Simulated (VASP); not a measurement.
# Be (Fd-3m) in VASP: relaxation of cell and atoms with PBE

Aim: the relaxation of cell and atoms of Be with PBE.

Everything below comes from runs of VASP 6.6.1. Logs are shortened: lines on timing, memory, paths and dates and some standing lists are left out, and cuts for length are marked.

## 1. The cell of the first run

Symmetry: Fd-3m, No. 227, cubic system. Conventional cell: a = 4.293 Å, b = 4.293 Å, c = 4.293 Å, α = 90.00°, β = 90.00°, γ = 90.00°. Within 2.5 Å of Be (site symmetry -43m) lie 4 Be at 1.86 Å.

This isn't the form of Be at room conditions, which is hcp.

## 2. Relaxation of cell and atoms, PBE

Contents of INCAR:

```
PREC = Accurate
ENCUT = 600
EDIFF = 1E-6
ISMEAR = -1
SIGMA = 0.1
LREAL = F
LASPH = T
NELM = 80
ALGO = Normal
ISIF = 3
LWAVE = F
LCHARG = F
GGA = PE
IBRION = 2
NSW = 60
EDIFFG = -0.005
```

Contents of KPOINTS:

```
Automatic mesh
0
Gamma
  15 15 15
```

Contents of POSCAR:

```
Be
1.0
    0.0000000000      2.1463250724      2.1463250724
    2.1463250724      0.0000000000      2.1463250724
    2.1463250724      2.1463250724      0.0000000000
Be
2
Direct
   -0.1250000000     -0.1250000000     -0.1250000000
    0.1250000000      0.1250000000      0.1250000000
```

Potentials or basis: VASP PAW PBE potentials, release 64 (Be).

Command:

```sh
cat potpaw_PBE.64/Be/POTCAR > POTCAR
mpirun -np 1 vasp_std > vasp.out
```

OUTCAR:

```text
PREC = Accurate
   ENCUT = 600
   EDIFF = 1E-6
   ISMEAR = -1
   LREAL = F
   LASPH = T
   NELM = 80
   ISIF = 3
   GGA = PE
   IBRION = 2
   NSW = 60
   EDIFFG = -0.005

 ion  position               nearest neighbor table
   1  0.875  0.875  0.875-   2 1.86   2 1.86   2 1.86   2 1.86
   2  0.125  0.125  0.125-   1 1.86   1 1.86   1 1.86   1 1.86

  LATTYP: Found a face centered cubic cell.
 ALAT       =     4.2926501448

  Lattice vectors:

 A1 = (   0.0000000000,   2.1463250724,   2.1463250724)
 A2 = (   2.1463250724,   0.0000000000,   2.1463250724)
 A3 = (   2.1463250724,   2.1463250724,   0.0000000000)

Analysis of symmetry for initial positions (statically):
=====================================================================
 Subroutine PRICEL returns:
 Original cell was already a primitive cell.

 Routine SETGRP: Setting up the symmetry group for a
 face centered cubic supercell.

 Subroutine GETGRP returns: Found 48 space group operations
 (whereof 12 operations were pure point group operations)
 out of a pool of 48 trial point group operations.

The static configuration has the point symmetry D_3d.
 The point group associated with its full space group is O_h .

Analysis of symmetry for dynamics (positions and initial velocities):
=====================================================================
 Subroutine PRICEL returns:
 Original cell was already a primitive cell.

 Routine SETGRP: Setting up the symmetry group for a
 face centered cubic supercell.

 Subroutine GETGRP returns: Found 48 space group operations
 (whereof 12 operations were pure point group operations)
 out of a pool of 48 trial point group operations.

The dynamic configuration has the point symmetry D_3d.
 The point group associated with its full space group is O_h .

 Subroutine INISYM returns: Found 48 space group operations
 (whereof 12 operations are pure point group operations),
 and found     1 'primitive' translations

----------------------------------------------------------------------------------------

                                     Primitive cell

  volume of cell :      19.7750

  direct lattice vectors                    reciprocal lattice vectors
     0.000000000  2.146325072  2.146325072    -0.232956324  0.232956324  0.232956324
     2.146325072  0.000000000  2.146325072     0.232956324 -0.232956324  0.232956324
     2.146325072  2.146325072  0.000000000     0.232956324  0.232956324 -0.232956324

  length of vectors
     3.035362027  3.035362027  3.035362027     0.403492190  0.403492190  0.403492190

  position of ions in fractional coordinates (direct lattice)
     0.875000000  0.875000000  0.875000000
     0.125000000  0.125000000  0.125000000

  ion indices of the primitive-cell ions
   primitive index   ion index
                 1           1
                 2           2

----------------------------------------------------------------------------------------

 KPOINTS: Automatic mesh

Automatic generation of k-mesh.
 Grid dimensions read from file:
 generate k-points for:   15   15   15

 Generating k-lattice:

  Cartesian coordinates                     Fractional coordinates (reciprocal lattice)
    -0.015530422  0.015530422  0.015530422     0.066666667  0.000000000  0.000000000
     0.015530422 -0.015530422  0.015530422     0.000000000  0.066666667  0.000000000
     0.015530422  0.015530422 -0.015530422     0.000000000  0.000000000  0.066666667

  Length of vectors
     0.026899479  0.026899479  0.026899479

  Shift w.r.t. Gamma in fractional coordinates (k-lattice)
     0.000000000  0.000000000  0.000000000

 Subroutine IBZKPT returns following result:
 ===========================================

 Found    120 irreducible k-points:

 Following reciprocal coordinates:
            Coordinates               Weight
  0.000000  0.000000  0.000000      1.000000
  0.066667  0.000000  0.000000      8.000000
  0.133333  0.000000  0.000000      8.000000
  0.200000  0.000000  0.000000      8.000000
  0.266667  0.000000  0.000000      8.000000
  0.333333  0.000000  0.000000      8.000000
[... 16 lines left out ...]
  0.133333  0.133333  0.000000      6.000000
  0.200000  0.133333  0.000000     24.000000
 [... further k-points ...]
   k-points           NKPTS =    120   k-points in BZ     NKDIM =    120   number of bands    NBANDS=      6
   number of dos      NEDOS =    301   number of ions     NIONS =      2
   total plane-waves  NPLWV =  13824
   dimension x,y,z NGX =    24 NGY =   24 NGZ =   24
   dimension x,y,z NGXF=    48 NGYF=   48 NGZF=   48
   ions per type =               2
   NGX,Y,Z   is equivalent  to a cutoff of  13.14, 13.14, 13.14 a.u.
   NGXF,Y,Z  is equivalent  to a cutoff of  26.29, 26.29, 26.29 a.u.
 SYSTEM =  unknown system
   PREC   = accura    normal or accurate (medium, high low for compatibility)
   ISTART =      0    job   : 0-new  1-cont  2-samecut
   ICHARG =      2    charge: 1-file 2-atom 10-const
   ISPIN  =      1    spin polarized calculation?
   LNONCOLLINEAR =      F non collinear calculations
   LSORBIT =      F    spin-orbit coupling
   LASPH  =      T    aspherical Exc in radial PAW
   ENCUT  =  600.0 eV  44.10 Ry    6.64 a.u.   6.06  6.06  6.06*2*pi/ulx,y,z
   NELM   =     80;   NELMIN=  2; NELMDL= -5     # of ELM steps
   EDIFF  = 0.1E-05   stopping-criterion for ELM
   LREAL  =      F    real-space projection
   EDIFFG = -.5E-02   stopping-criterion for IOM
   NSW    =     60    number of steps for IOM
   IBRION =      2    ionic relax: 0-MD 1-quasi-New 2-CG
   NFREE  =      1    steps in history (QN), initial steepest desc. (CG)
   ISIF   =      3    stress and relaxation
   ISYM   =      2    0-nonsym 1-usesym 2-fastsym
   POTIM  = 0.5000    time-step for ionic-motion
   TEBEG  =    0.0;   TEEND  =   0.0 temperature during run
   PSTRESS=    0.0 pullay stress
   NELECT =       4.0000    total number of electrons
   NUPDOWN=      -1.0000    fix difference up-down
   EMIN   =  10.00;   EMAX   =-10.00  energy-range for DOS
   EFERMI =   0.00;   METHOD = LEGACY
   ISMEAR =    -1;   SIGMA  =   0.10  broadening in eV -4-tet -1-fermi 0-gaus
   EFERMI_NEDOS =   21; number of points for ismear=-14 and -15
   IALGO  =     38    algorithm
   IMIX   =      4    mixing-type and parameters
     AMIX     =   0.40;   BMIX     =  1.00
     AMIX_MAG =   1.60;   BMIX_MAG =  1.00
  volume/ion in A,a.u.               =       9.89        66.72
  Fermi-wavevector in a.u.,A,eV,Ry     =   0.960998  1.816024 12.565224  0.923518
  Thomas-Fermi vector in A             =   2.090332
   LORBIT       =      0    0 simple, 1 ext, 2 COOP (PROOUT), +10 PAW based schemes
   GGA     = PE    functional components
   LHFCALC =     F    Hartree Fock is set to
   AEXX    =    0.0000 exact exchange contribution
   IVDW    =     0    specifies the selected vdW correction
   LEPSILON=     F    determine dielectric tensor
   LRPA    =     F    only Hartree local field effects (RPA)
 conjugate gradient relaxation of ions
 non-spin polarized calculation
  energy-cutoff  :      600.00
  volume of cell :       19.77
 maximum number of plane-waves:       680
   NGX = 13   NGY = 13   NGZ = 13

--------------------------------------- Ionic step        1  -------------------------------------------

 number of electron       4.0000000 magnetization

 Free energy of the ion-electron system (eV)
  ---------------------------------------------------
  ext. energy  EPLUGINS =         0.00000000
  ---------------------------------------------------
  free energy    TOTEN  =        -3.51662559 eV

  energy without entropy =       -3.49073192  energy(sigma->0) =       -3.50367875

 E-fermi :   4.2237     XC(G=0):  -9.7673

 val. band max:        4.1850020664   @ k =  -0.4000   0.2667   0.0000
 cond. band min:       4.2419507192   @ k =  -0.4667   0.4000   0.1333
 fundamental gap:      0.0569486528
 Fermi energy:         4.2236502550

 k-point     1 :       0.0000    0.0000    0.0000
  band No.  band energies     occupation
      1      -4.8446      2.00000
      2      10.5168      0.00000
      3      10.5168      0.00000
      4      10.5168      0.00000
      5      13.4286      0.00000
      6      13.4286      0.00000

 k-point     2 :       0.0667    0.0000    0.0000
  band No.  band energies     occupation
      1      -4.7625      2.00000
      2       9.6994      0.00000
      3      10.2795      0.00000
      4      10.2795      0.00000
      5      13.7335      0.00000
      6      13.7335      0.00000
[... 190 lines left out ...]
 k-point    24 :       0.2000    0.1333    0.0000
  band No.  band energies     occupation
      1      -4.1046      2.00000
      2       7.4976      0.00000
      3       8.0034      0.00000
      4       9.4323      0.00000
      5      13.3678      0.00000
      6      16.7368      0.00000

 [... further k-points ...]

------------------------ aborting loop because EDIFF is reached ----------------------------------------

  FORCE on cell =-STRESS in cart. coord.  units (eV):
  Direction    XX          YY          ZZ          XY          YZ          ZX
  --------------------------------------------------------------------------------------
  -------------------------------------------------------------------------------------
  Total        4.1878990      4.1878990      4.1878990      0.0000000      0.0000000     -0.0000000
  in kB      339.3050248    339.3050248    339.3050248      0.0000000      0.0000000     -0.0000000
  external PRESSURE =     339.3050248 kB  Pullay stress =       0.0000000 kB
[... 201 lines left out ...]
  energy  without entropy=       -4.2466990407  energy(sigma->0) =       -4.26249256

--------------------------------------- Ionic step        7  -------------------------------------------

 number of electron       4.0000000 magnetization

 Free energy of the ion-electron system (eV)
  ---------------------------------------------------
  ext. energy  EPLUGINS =         0.00000000
  ---------------------------------------------------
  free energy    TOTEN  =        -4.27829947 eV

  energy without entropy =       -4.24674575  energy(sigma->0) =       -4.26252261

 E-fermi :   1.7892     XC(G=0):  -8.5426

 val. band max:        1.7409597721   @ k =  -0.3333   0.3333   0.1333
 cond. band min:       1.7928672931   @ k =  -0.4000   0.4667   0.1333
 fundamental gap:      0.0519075210
 Fermi energy:         1.7891926368

 k-point     1 :       0.0000    0.0000    0.0000
  band No.  band energies     occupation
      1      -5.5070      2.00000
      2       6.5392      0.00000
      3       6.5392      0.00000
      4       6.5392      0.00000
      5       9.0691      0.00000
      6       9.0691      0.00000

 k-point     2 :       0.0667    0.0000    0.0000
  band No.  band energies     occupation
      1      -5.4401      2.00000
      2       5.9715      0.00000
      3       6.3828      0.00000
      4       6.3828      0.00000
      5       9.2723      0.00000
      6       9.2723      0.00000
[... 190 lines left out ...]
 k-point    24 :       0.2000    0.1333    0.0000
  band No.  band energies     occupation
      1      -4.9059      2.00000
      2       4.3530      0.00000
      3       4.7962      0.00000
      4       5.5883      0.00000
      5       8.8515      0.00000
      6      11.3888      0.00000

 [... further k-points ...]

------------------------ aborting loop because EDIFF is reached ----------------------------------------

  FORCE on cell =-STRESS in cart. coord.  units (eV):
  Direction    XX          YY          ZZ          XY          YZ          ZX
  --------------------------------------------------------------------------------------
  -------------------------------------------------------------------------------------
  Total       -0.0015364     -0.0015364     -0.0015364      0.0000000      0.0000000      0.0000000
  in kB       -0.0837183     -0.0837183     -0.0837183      0.0000000      0.0000000      0.0000000
  external PRESSURE =      -0.0837183 kB  Pullay stress =       0.0000000 kB
[... 17 lines left out ...]
  FREE ENERGIE OF THE ION-ELECTRON SYSTEM (eV)
  ---------------------------------------------------
  free  energy   TOTEN  =        -4.2782994666 eV

  energy  without entropy=       -4.2467457461  energy(sigma->0) =       -4.26252261

 reached required accuracy - stopping structural energy minimisation
```

Run time: 29 s. Hardware: 1 thread of AMD EPYC 7R13 (Zen 3), shared host; peak memory 0.11 GiB.

Results:

* Free energy: -4.2783 eV
* Relaxed volume: 14.70 Å³/atom
* Relaxed cell: a = 3.464 Å, b = 3.464 Å, c = 3.464 Å, α = 60.00°, β = 60.00°, γ = 60.00°
* Space group after relaxing (to 0.1 Å): Fd-3m (No. 227)
* Energy gained by relaxing: 380.8 meV/atom
* Ionic steps: 7
* Pressure after relaxing: 0.0 GPa
* Band gap on the k mesh: zero (bands 2 and 3 overlap by 6.20 eV)

The path:
```
step  energy change (eV)  largest force (eV/Å)  pressure (GPa)  volume (Å³)
   1              0.0000                0.0000           33.93        19.77
   2             -0.7123                0.0000            5.69        26.39
   3             -0.7581                0.0000            1.36        28.55
   4             -0.7616                0.0000            0.12        29.33
   5             -0.7616                0.0000           -0.21        29.54
   6             -0.7617                0.0000           -0.08        29.46
   7             -0.7617                0.0000           -0.01        29.40
```

Final structure:
```
CELL_PARAMETERS angstrom
0.00000 2.44977 2.44977
2.44977 0.00000 2.44977
2.44977 2.44977 0.00000
ATOMIC_POSITIONS crystal
Be 0.87500 0.87500 0.87500
Be 0.12500 0.12500 0.12500
```

Caveat: the volume moved by over 15 % at a fixed basis, so the end points are rough.
